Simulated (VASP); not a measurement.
# CaC2 (I4/mmm) in VASP: further runs

Runs on CaC2. Level: LDA. Tasks: single point, relaxation of cell and atoms.

Everything below comes from runs of VASP 6.6.1. Logs are shortened: lines on timing, memory, paths and dates and some standing lists are left out, and cuts for length are marked.

## 1. The cell of the first run

It takes space group I4/mmm (No. 139, tetragonal). The conventional cell has a = 3.758 Å, b = 3.758 Å, c = 6.278 Å, α = 90.00°, β = 90.00°, γ = 90.00°. Ca (site symmetry 4/mmm) has 10 C at 2.51 to 2.73 Å within 3.3 Å. C (site symmetry 4mm) has 1 C at 1.25 Å within 1.7 Å.

## 2. Single point, LDA

The input, INCAR:

```
SYSTEM = CaC2
PREC = Accurate ; ENCUT = 520
EDIFF = 1E-6 ; ISMEAR = 0
SIGMA = 0.02 ; LREAL = .FALSE.
LASPH = .TRUE. ; NELM = 100
ALGO = Normal ; ISIF = 2
LWAVE = .FALSE. ; LCHARG = .TRUE.
GGA = CA ; LELF = .TRUE.
LVHAR = .TRUE. ; NBANDS = 16
```

The input, KPOINTS:

```
Automatic mesh
0
G
  10 10 10
  0 0 0
```

The input, POSCAR:

```
CaC2
1.0
   -1.8789219507      1.8789219507      3.1388106346
    1.8789219507     -1.8789219507      3.1388106346
    1.8789219507      1.8789219507     -3.1388106346
Ca C
1 2
Direct
    0.0000000000      0.0000000000      0.0000000000
    0.5996770461      0.5996770461      0.0000000000
    0.4003229539      0.4003229539      0.0000000000
```

Potentials or basis: VASP PAW LDA potentials, release 64 (Ca_sv, C).

The run is started by

```sh
> cat potpaw_LDA.64/Ca_sv/POTCAR potpaw_LDA.64/C/POTCAR > POTCAR
> mpirun -np 1 vasp_std > vasp.out
```

OUTCAR:

```text
SYSTEM = CaC2
   PREC = Accurate
   ENCUT = 520
   EDIFF = 1E-6
   ISMEAR = 0
   LREAL = .FALSE.
   LASPH = .TRUE.
   NELM = 100
   ISIF = 2
   GGA = CA

 ion  position               nearest neighbor table
   1  0.000  0.000  0.000-   2 2.51   3 2.51
   2  0.600  0.600  0.000-   3 1.25   1 2.51
   3  0.400  0.400  0.000-   2 1.25   1 2.51

  LATTYP: Found a body centered tetragonal cell.
 ALAT       =     3.7578439014
 C/A-ratio  =     1.6705380622

  Lattice vectors:

 A1 = (  -1.8789219507,   1.8789219507,   3.1388106346)
 A2 = (   1.8789219507,  -1.8789219507,   3.1388106346)
 A3 = (   1.8789219507,   1.8789219507,  -3.1388106346)

Analysis of symmetry for initial positions (statically):
=====================================================================
 Subroutine PRICEL returns:
 Original cell was already a primitive cell.

 Routine SETGRP: Setting up the symmetry group for a
 body centered tetragonal supercell.

 Subroutine GETGRP returns: Found 16 space group operations
 (whereof 16 operations were pure point group operations)
 out of a pool of 16 trial point group operations.

The static configuration has the point symmetry D_4h.

Analysis of symmetry for dynamics (positions and initial velocities):
=====================================================================
 Subroutine PRICEL returns:
 Original cell was already a primitive cell.

 Routine SETGRP: Setting up the symmetry group for a
 body centered tetragonal supercell.

 Subroutine GETGRP returns: Found 16 space group operations
 (whereof 16 operations were pure point group operations)
 out of a pool of 16 trial point group operations.

The dynamic configuration has the point symmetry D_4h.

 Subroutine INISYM returns: Found 16 space group operations
 (whereof 16 operations are pure point group operations),
 and found     1 'primitive' translations

----------------------------------------------------------------------------------------

                                     Primitive cell

  volume of cell :      44.3244

  direct lattice vectors                    reciprocal lattice vectors
    -1.878921951  1.878921951  3.138810635     0.000000000  0.266110042  0.159296007
     1.878921951 -1.878921951  3.138810635     0.266110042  0.000000000  0.159296007
     1.878921951  1.878921951 -3.138810635     0.266110042  0.266110042  0.000000000

  length of vectors
     4.112520832  4.112520832  4.112520832     0.310144760  0.310144760  0.376336431

[... 83 lines left out ...]
   LREAL  =      F    real-space projection
   EDIFFG = 0.1E-04   stopping-criterion for IOM
   NSW    =      0    number of steps for IOM
   IBRION =     -1    ionic relax: 0-MD 1-quasi-New 2-CG
   NFREE  =      0    steps in history (QN), initial steepest desc. (CG)
   ISIF   =      2    stress and relaxation
   ISYM   =      2    0-nonsym 1-usesym 2-fastsym
   POTIM  = 0.5000    time-step for ionic-motion
   TEBEG  =    0.0;   TEEND  =   0.0 temperature during run
   PSTRESS=    0.0 pullay stress
   NELECT =      18.0000    total number of electrons
   NUPDOWN=      -1.0000    fix difference up-down
   EMIN   =  10.00;   EMAX   =-10.00  energy-range for DOS
   EFERMI =   0.00;   METHOD = LEGACY
   ISMEAR =     0;   SIGMA  =   0.02  broadening in eV -4-tet -1-fermi 0-gaus
   EFERMI_NEDOS =   21; number of points for ismear=-14 and -15
   IALGO  =     38    algorithm
   IMIX   =      4    mixing-type and parameters
     AMIX     =   0.40;   BMIX     =  1.00
     AMIX_MAG =   1.60;   BMIX_MAG =  1.00
  volume/ion in A,a.u.               =      14.77        99.71
  Fermi-wavevector in a.u.,A,eV,Ry     =   1.212322  2.290957 19.996831  1.469726
  Thomas-Fermi vector in A             =   2.347810
   LORBIT       =      0    0 simple, 1 ext, 2 COOP (PROOUT), +10 PAW based schemes
   GGA     = CA    functional components
   LHFCALC =     F    Hartree Fock is set to
   AEXX    =    0.0000 exact exchange contribution
   IVDW    =     0    specifies the selected vdW correction
   LEPSILON=     F    determine dielectric tensor
   LRPA    =     F    only Hartree local field effects (RPA)
 non-spin polarized calculation
 Gauss-broadening in eV      SIGMA  =   0.02
  energy-cutoff  :      520.00
  volume of cell :       44.32
 maximum number of plane-waves:      1210
   NGX = 15   NGY = 15   NGZ = 15

 number of electron      18.0000001 magnetization

 Free energy of the ion-electron system (eV)
  ---------------------------------------------------
  ext. energy  EPLUGINS =         0.00000000
  ---------------------------------------------------
  free energy    TOTEN  =       -22.18441695 eV

  energy without entropy =      -22.18441695  energy(sigma->0) =      -22.18441695

 E-fermi :   1.8659     XC(G=0): -10.1634

 val. band max:        1.7783586112   @ k =  -0.4000  -0.4000   0.4000
 cond. band min:       2.6290618970   @ k =   0.5000   0.5000   0.0000
 fundamental gap:      0.8507032858
 Fermi energy:         1.8659039843

 k-point     1 :       0.0000    0.0000    0.0000
  band No.  band energies     occupation
      1     -36.4104      2.00000
      2     -17.7309      2.00000
      3     -17.7309      2.00000
      4     -17.6134      2.00000
      5     -11.1931      2.00000
      6      -1.1785      2.00000
[... 433 lines left out ...]
      3     -17.8347      2.00000
      4     -17.6717      2.00000
      5     -10.7069      2.00000
      6      -2.0813      2.00000
[... 8 lines left out ...]
     15      10.0681      0.00000
     16      10.4204      0.00000

 [... further k-points ...]

------------------------ aborting loop because EDIFF is reached ----------------------------------------

  FORCE on cell =-STRESS in cart. coord.  units (eV):
  Direction    XX          YY          ZZ          XY          YZ          ZX
  --------------------------------------------------------------------------------------
  -------------------------------------------------------------------------------------
  Total        0.0843320      0.0843320      0.2209779      0.0000000      0.0000000     -0.0000000
  in kB        3.0483203      3.0483203      7.9876083      0.0000000      0.0000000     -0.0000000
  external PRESSURE =       4.6947496 kB  Pullay stress =       0.0000000 kB

 VOLUME and BASIS-vectors are now :
 -----------------------------------------------------------------------------
  energy-cutoff  :      520.00
  volume of cell :       44.32
      direct lattice vectors                 reciprocal lattice vectors
    -1.878921951  1.878921951  3.138810635     0.000000000  0.266110042  0.159296007
     1.878921951 -1.878921951  3.138810635     0.266110042  0.000000000  0.159296007
     1.878921951  1.878921951 -3.138810635     0.266110042  0.266110042  0.000000000

 POSITION                                       TOTAL-FORCE (eV/Angst)
 -----------------------------------------------------------------------------------
      0.00000      0.00000      0.00000        -0.000000     -0.000000      0.000000
      0.00000      0.00000      3.76455        -0.000000     -0.000000      0.088349
      0.00000      0.00000      2.51308         0.000000      0.000000     -0.088349
 -----------------------------------------------------------------------------------
    total drift:                                0.000000      0.000000      0.000000

  FREE ENERGIE OF THE ION-ELECTRON SYSTEM (eV)
  ---------------------------------------------------
  free  energy   TOTEN  =       -22.1844169494 eV

  energy  without entropy=      -22.1844169494  energy(sigma->0) =      -22.18441695
```

OSZICAR:

```text
N       E                     dE             d eps       ncg     rms          rms(c)
DAV:   1     0.115142747817E+03    0.11514E+03   -0.89332E+03  3264   0.107E+03
DAV:   2    -0.192746856240E+02   -0.13442E+03   -0.12906E+03  4208   0.270E+02
DAV:   3    -0.247174764721E+02   -0.54428E+01   -0.54214E+01  4192   0.544E+01
DAV:   4    -0.249407668737E+02   -0.22329E+00   -0.22322E+00  5176   0.934E+00
DAV:   5    -0.249423239514E+02   -0.15571E-02   -0.15570E-02  4120   0.865E-01    0.911E+00
DAV:   6    -0.224231211735E+02    0.25192E+01   -0.52555E+00  3640   0.127E+01    0.432E+00
DAV:   7    -0.222012275479E+02    0.22189E+00   -0.14401E+00  4624   0.621E+00    0.172E+00
DAV:   8    -0.221927210725E+02    0.85065E-02   -0.21138E-01  4128   0.299E+00    0.472E-01
DAV:   9    -0.221842503952E+02    0.84707E-02   -0.31283E-02  4040   0.110E+00    0.125E-01
DAV:  10    -0.221844141165E+02   -0.16372E-03   -0.31302E-03  4960   0.363E-01    0.615E-02
DAV:  11    -0.221844613285E+02   -0.47212E-04   -0.16566E-04  4920   0.829E-02    0.478E-02
DAV:  12    -0.221844191321E+02    0.42196E-04   -0.11742E-04  4248   0.851E-02    0.115E-02
DAV:  13    -0.221844170326E+02    0.20995E-05   -0.32076E-05  4416   0.327E-02    0.521E-03
DAV:  14    -0.221844169494E+02    0.83193E-07   -0.15623E-06  3160   0.962E-03
   1 F= -.22184417E+02 E0= -.22184417E+02  d E =-.107714E-12
```

It took 55 s on 1 thread of Intel Xeon Platinum 8488C (Sapphire Rapids), shared host; peak memory 0.2 GiB.

What came out:

```
Free energy            : -22.1844 eV
Pressure               : 0.5 GPa
Largest force          : 0.088 eV/Å
Band gap on the k mesh : 0.85 eV, indirect (least direct gap 2.03 eV)
```

Forces on the atoms (eV/Å):
```
Ca   0.000  0.000  0.000
C    0.000  0.000  0.088
C    0.000  0.000 -0.088
```

Levels at points of the mesh, in eV from the valence-band top:
| k point | band 6 | band 7 | band 8 | band 9 | band 10 | band 11 | band 12 | band 13 |
| --- | --- | --- | --- | --- | --- | --- | --- | --- |
| (0.00, 0.00, 0.00) | -2.96 | -2.03 | -1.01 | -1.01 | 2.97 | 2.97 | 4.20 | 5.39 |
| (0.50, 0.00, 0.00) | -4.48 | -2.49 | -2.01 | -0.91 | 4.81 | 5.86 | 6.23 | 6.48 |
| (0.50, 0.50, 0.00) | -2.94 | -2.90 | -1.66 | -1.18 | 0.85 | 5.72 | 6.74 | 7.52 |
| (0.50, 0.50, 0.50) | -4.61 | -1.69 | -1.69 | -0.02 | 2.99 | 6.25 | 6.47 | 6.76 |

(Part 1 of 2 ends here.)
